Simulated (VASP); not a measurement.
# SnSe (zincblende type) (F-43m) in VASP: a series of runs

The runs below take SnSe (zincblende type) through density of states, with PBE.

All numbers are computed with VASP 6.6.1; they aren't measurements. Logs are shortened: lines on timing, memory, paths and dates and some standing lists are left out, and cuts for length are marked.

### 1 The cell of the first run

The structure is cubic, space group F-43m (No. 216). The conventional cell has a = 5.553 Å, b = 5.553 Å, c = 5.553 Å, α = 90.00°, β = 90.00°, γ = 90.00°. Within 3.2 Å of Sn (site symmetry -43m) lie 4 Se at 2.40 Å. Se (site symmetry -43m) has 4 Sn at 2.40 Å within 3.2 Å.

### 2 Density of states, PBE (volume scaled by 0.55)

The input, POSCAR:

```
SnSe
1.0
    0.0000000000      2.7766551830      2.7766551830
    2.7766551830      0.0000000000      2.7766551830
    2.7766551830      2.7766551830      0.0000000000
Sn Se
1 1
Direct
    0.0000000000      0.0000000000      0.0000000000
    0.2500000000      0.2500000000      0.2500000000
```

The input, INCAR.step1:

```
SYSTEM = SnSe
PREC = Accurate
ENCUT = 400
EDIFF = 1E-6
ISMEAR = -1
SIGMA = 0.05
LREAL = .FALSE.
LASPH = .TRUE.
NELM = 120
ALGO = Normal
ISIF = 2
LWAVE = .FALSE.
LCHARG = .TRUE.
GGA = PE
NBANDS = 17
GGA_COMPAT = .FALSE.
NEDOS = 2001
LORBIT = 11
```

The input, KPOINTS.step1:

```
regular mesh
0
G
  11 11 11
  0 0 0
```

The input, INCAR.step2:

```
SYSTEM = SnSe
PREC = Accurate
ENCUT = 400
EDIFF = 1E-6
ISMEAR = -5
SIGMA = 0.05
LREAL = .FALSE.
LASPH = .TRUE.
NELM = 120
ALGO = Normal
ISIF = 2
LWAVE = .FALSE.
LCHARG = .FALSE.
GGA = PE
LORBIT = 11
NEDOS = 1001
ICHARG = 11
GGA_COMPAT = .FALSE.
```

The input, KPOINTS.step2:

```
regular mesh
0
G
  17 17 17
  0 0 0
```

Potentials or basis: VASP PAW PBE potentials, release 64 (Sn_d, Se).

On the command line:

```
$ cat potpaw_PBE.64/Sn_d/POTCAR potpaw_PBE.64/Se/POTCAR > POTCAR
$ cp INCAR.step1 INCAR
$ cp KPOINTS.step1 KPOINTS
$ mpirun -np 1 vasp_std > vasp.out
$ cp INCAR.step2 INCAR
$ cp KPOINTS.step2 KPOINTS
$ mpirun -np 1 vasp_std > vasp.out
```

OUTCAR:

```text
SYSTEM = SnSe
   PREC = Accurate
   ENCUT = 400
   EDIFF = 1E-6
   ISMEAR = -5
   LREAL = .FALSE.
   LASPH = .TRUE.
   NELM = 120
   ISIF = 2
   GGA = PE
   LORBIT = 11
   ICHARG = 11

 ion  position               nearest neighbor table
   1  0.000  0.000  0.000-   2 2.40   2 2.40   2 2.40   2 2.40
   2  0.250  0.250  0.250-   1 2.40   1 2.40   1 2.40   1 2.40

  LATTYP: Found a face centered cubic cell.
 ALAT       =     5.5533103660

  Lattice vectors:

 A1 = (   0.0000000000,   2.7766551830,   2.7766551830)
 A2 = (   2.7766551830,   0.0000000000,   2.7766551830)
 A3 = (   2.7766551830,   2.7766551830,   0.0000000000)

Analysis of symmetry for initial positions (statically):
=====================================================================
 Subroutine PRICEL returns:
 Original cell was already a primitive cell.

 Routine SETGRP: Setting up the symmetry group for a
 face centered cubic supercell.

 Subroutine GETGRP returns: Found 24 space group operations
 (whereof 24 operations were pure point group operations)
 out of a pool of 48 trial point group operations.

The static configuration has the point symmetry T_d .

Analysis of symmetry for dynamics (positions and initial velocities):
=====================================================================
 Subroutine PRICEL returns:
 Original cell was already a primitive cell.

 Routine SETGRP: Setting up the symmetry group for a
 face centered cubic supercell.

 Subroutine GETGRP returns: Found 24 space group operations
 (whereof 24 operations were pure point group operations)
 out of a pool of 48 trial point group operations.

The dynamic configuration has the point symmetry T_d .

 Subroutine INISYM returns: Found 24 space group operations
 (whereof 24 operations are pure point group operations),
 and found     1 'primitive' translations

----------------------------------------------------------------------------------------

                                     Primitive cell

  volume of cell :      42.8150

  direct lattice vectors                    reciprocal lattice vectors
     0.000000000  2.776655183  2.776655183    -0.180072774  0.180072774  0.180072774
     2.776655183  0.000000000  2.776655183     0.180072774 -0.180072774  0.180072774
     2.776655183  2.776655183  0.000000000     0.180072774  0.180072774 -0.180072774

  length of vectors
     3.926783418  3.926783418  3.926783418     0.311895193  0.311895193  0.311895193

  position of ions in fractional coordinates (direct lattice)
     0.000000000  0.000000000  0.000000000
     0.250000000  0.250000000  0.250000000

  ion indices of the primitive-cell ions
   primitive index   ion index
                 1           1
                 2           2

----------------------------------------------------------------------------------------

 KPOINTS: regular mesh

Automatic generation of k-mesh.
 Grid dimensions read from file:
 generate k-points for:   17   17   17

 Generating k-lattice:

  Cartesian coordinates                     Fractional coordinates (reciprocal lattice)
    -0.010592516  0.010592516  0.010592516     0.058823529  0.000000000  0.000000000
     0.010592516 -0.010592516  0.010592516     0.000000000  0.058823529  0.000000000
     0.010592516  0.010592516 -0.010592516     0.000000000  0.000000000  0.058823529

  Length of vectors
     0.018346776  0.018346776  0.018346776

  Shift w.r.t. Gamma in fractional coordinates (k-lattice)
     0.000000000  0.000000000  0.000000000

 TETIRR: Found    693 inequivalent tetrahedra from    29478

 Subroutine IBZKPT returns following result:
 ===========================================

 Found    165 irreducible k-points:

 Following reciprocal coordinates:
            Coordinates               Weight
  0.000000  0.000000  0.000000      1.000000
  0.058824  0.000000  0.000000      8.000000
  0.117647  0.000000  0.000000      8.000000
  0.176471  0.000000  0.000000      8.000000
  0.235294  0.000000  0.000000      8.000000
  0.294118  0.000000  0.000000      8.000000
[... 16 lines left out ...]
 -0.176471  0.058824  0.000000     24.000000
 -0.117647  0.058824  0.000000     24.000000
 [... further k-points ...]
   k-points           NKPTS =    165   k-points in BZ     NKDIM =    165   number of bands    NBANDS=     14
   number of dos      NEDOS =   1001   number of ions     NIONS =      2
   total plane-waves  NPLWV =  21952
   dimension x,y,z NGX =    28 NGY =   28 NGZ =   28
   dimension x,y,z NGXF=    56 NGYF=   56 NGZF=   56
   ions per type =               1   1
   NGX,Y,Z   is equivalent  to a cutoff of  11.85, 11.85, 11.85 a.u.
   NGXF,Y,Z  is equivalent  to a cutoff of  23.71, 23.71, 23.71 a.u.
 SYSTEM =  SnSe
   PREC   = accura    normal or accurate (medium, high low for compatibility)
   ISTART =      0    job   : 0-new  1-cont  2-samecut
   ICHARG =     11    charge: 1-file 2-atom 10-const
   ISPIN  =      1    spin polarized calculation?
   LNONCOLLINEAR =      F non collinear calculations
   LSORBIT =      F    spin-orbit coupling
   LASPH  =      T    aspherical Exc in radial PAW
   ENCUT  =  400.0 eV  29.40 Ry    5.42 a.u.   6.40  6.40  6.40*2*pi/ulx,y,z
   NELM   =    120;   NELMIN=  2; NELMDL=  0     # of ELM steps
   EDIFF  = 0.1E-05   stopping-criterion for ELM
   LREAL  =      F    real-space projection
   EDIFFG = 0.1E-04   stopping-criterion for IOM
   NSW    =      0    number of steps for IOM
   IBRION =     -1    ionic relax: 0-MD 1-quasi-New 2-CG
   NFREE  =      0    steps in history (QN), initial steepest desc. (CG)
   ISIF   =      2    stress and relaxation
   ISYM   =      2    0-nonsym 1-usesym 2-fastsym
   POTIM  = 0.5000    time-step for ionic-motion
   TEBEG  =    0.0;   TEEND  =   0.0 temperature during run
   PSTRESS=    0.0 pullay stress
   NELECT =      20.0000    total number of electrons
   NUPDOWN=      -1.0000    fix difference up-down
   EMIN   =  10.00;   EMAX   =-10.00  energy-range for DOS
   EFERMI =   0.00;   METHOD = LEGACY
   ISMEAR =    -5;   SIGMA  =   0.05  broadening in eV -4-tet -1-fermi 0-gaus
   EFERMI_NEDOS =   21; number of points for ismear=-14 and -15
   IALGO  =     38    algorithm
   IMIX   =      4    mixing-type and parameters
     AMIX     =   0.40;   BMIX     =  1.00
     AMIX_MAG =   1.60;   BMIX_MAG =  1.00
  volume/ion in A,a.u.               =      21.41       144.46
  Fermi-wavevector in a.u.,A,eV,Ry     =   1.270241  2.400408 21.953175  1.613513
  Thomas-Fermi vector in A             =   2.403239
   LORBIT       =     11    0 simple, 1 ext, 2 COOP (PROOUT), +10 PAW based schemes
   GGA     = PE    functional components
   LHFCALC =     F    Hartree Fock is set to
   AEXX    =    0.0000 exact exchange contribution
   IVDW    =     0    specifies the selected vdW correction
   LEPSILON=     F    determine dielectric tensor
   LRPA    =     F    only Hartree local field effects (RPA)
 non-spin polarized calculation
 Fermi weights with tetrahedron method with Bloechl corrections
  energy-cutoff  :      400.00
  volume of cell :       42.81
 maximum number of plane-waves:       793
 NGX is ok and might be reduce to    28

 number of electron      20.0000004 magnetization

 Free energy of the ion-electron system (eV)
  ---------------------------------------------------
  ext. energy  EPLUGINS =         0.00000000
  ---------------------------------------------------
  free energy    TOTEN  =        -4.15250954 eV

  energy without entropy =       -4.15250954  energy(sigma->0) =       -4.15250954

 E-fermi :   9.3614     XC(G=0): -10.5885

 val. band max:        9.4719616079   @ k =  -0.1765   0.2941   0.1176
 cond. band min:       9.3669369612   @ k =   0.4118   0.2941   0.0588
 fundamental gap:     -0.1050246467
 Fermi energy:         9.3613802499

 k-point     1 :       0.0000    0.0000    0.0000
  band No.  band energies     occupation
      1     -13.4470      2.00000
      2     -13.4470      2.00000
      3     -13.4470      2.00000
      4     -13.2897      2.00000
      5     -13.2897      2.00000
      6      -8.4415      2.00000
      7       5.2887      2.00000
      8       5.2887      2.00000
      9       5.2887      2.00000
     10       5.9014      2.00000
     11      10.3346      0.00000
     12      10.3346      0.00000
     13      10.3346      0.00000
     14      15.0825      0.00000

 k-point     2 :       0.0588    0.0000    0.0000
  band No.  band energies     occupation
      1     -13.4500      2.00000
      2     -13.4456      2.00000
      3     -13.4456      2.00000
      4     -13.2898      2.00000
      5     -13.2898      2.00000
      6      -8.4010      2.00000
      7       4.5592      2.00000
      8       5.2386      2.00000
      9       5.2386      2.00000
     10       6.5042      2.00000
     11      10.3417      0.00000
     12      10.4124      0.00000
     13      10.4124      0.00000
     14      15.3298      0.00000
[... 343 lines left out ...]
      1     -13.4791      2.00000
      2     -13.4341      2.00000
      3     -13.4302      2.00000
      4     -13.2917      2.00000
      5     -13.2875      2.00000
      6      -7.9749      2.00000
      7       2.1104      2.00000
      8       4.4648      2.00000
      9       4.9604      2.00000
     10       7.6859      2.00000
     11      10.6995      0.00000
     12      10.8496      0.00000
     13      11.4831      0.00000
     14      15.2990      0.00000

 k-point    24 :      -0.1176    0.0588    0.0000
  band No.  band energies     occupation
      1     -13.4657      2.00000
      2     -13.4400      2.00000
      3     -13.4364      2.00000
      4     -13.2914      2.00000
      5     -13.2883      2.00000
      6      -8.1894      2.00000
      7       3.0787      2.00000
      8       4.7192      2.00000
      9       5.1310      2.00000
     10       7.4605      2.00000
     11      10.3487      0.00000
     12      10.6100      0.00000
     13      11.1190      0.00000
     14      15.5594      0.00000

 [... further k-points ...]

------------------------ aborting loop because EDIFF is reached ----------------------------------------

  FORCE on cell =-STRESS in cart. coord.  units (eV):
  Direction    XX          YY          ZZ          XY          YZ          ZX
  --------------------------------------------------------------------------------------
  -------------------------------------------------------------------------------------
  Total       14.4699299     14.4699299     14.4699299      0.0000000      0.0000000      0.0000000
  in kB      541.4784310    541.4784310    541.4784310      0.0000000      0.0000000      0.0000000
  external PRESSURE =     541.4784310 kB  Pullay stress =       0.0000000 kB

 VOLUME and BASIS-vectors are now :
 -----------------------------------------------------------------------------
  energy-cutoff  :      400.00
  volume of cell :       42.81
      direct lattice vectors                 reciprocal lattice vectors
     0.000000000  2.776655183  2.776655183    -0.180072774  0.180072774  0.180072774
     2.776655183  0.000000000  2.776655183     0.180072774 -0.180072774  0.180072774
     2.776655183  2.776655183  0.000000000     0.180072774  0.180072774 -0.180072774

 POSITION                                       TOTAL-FORCE (eV/Angst)
 -----------------------------------------------------------------------------------
      0.00000      0.00000      0.00000         0.000000      0.000000      0.000000
      1.38833      1.38833      1.38833        -0.000000     -0.000000     -0.000000
 -----------------------------------------------------------------------------------
    total drift:                               -0.000001     -0.000001     -0.000001

  FREE ENERGIE OF THE ION-ELECTRON SYSTEM (eV)
  ---------------------------------------------------
  free  energy   TOTEN  =        -4.1525095360 eV

  energy  without entropy=       -4.1525095360  energy(sigma->0) =       -4.15250954

 total charge

# of ion       s       p       d       tot
------------------------------------------
    1        1.304   1.256  10.152  12.712
    2        1.546   2.440   0.123   4.110
--------------------------------------------------
tot          2.850   3.697  10.275  16.822
```

Run time: 70 s. Hardware: 1 thread of AMD EPYC 9R45 (Zen 5), shared host; peak memory 0.17 GiB.

Results:

| Property | Result |
| --- | --- |
| Valence electrons inside the program's atomic spheres | Sn 12.71; Se 4.11 |

Caveat: spin-orbit coupling is left out, which moves the levels of the heavy elements; tetrahedron occupations give inexact forces and stress in metals.

(Part 1 of 2 ends here.)
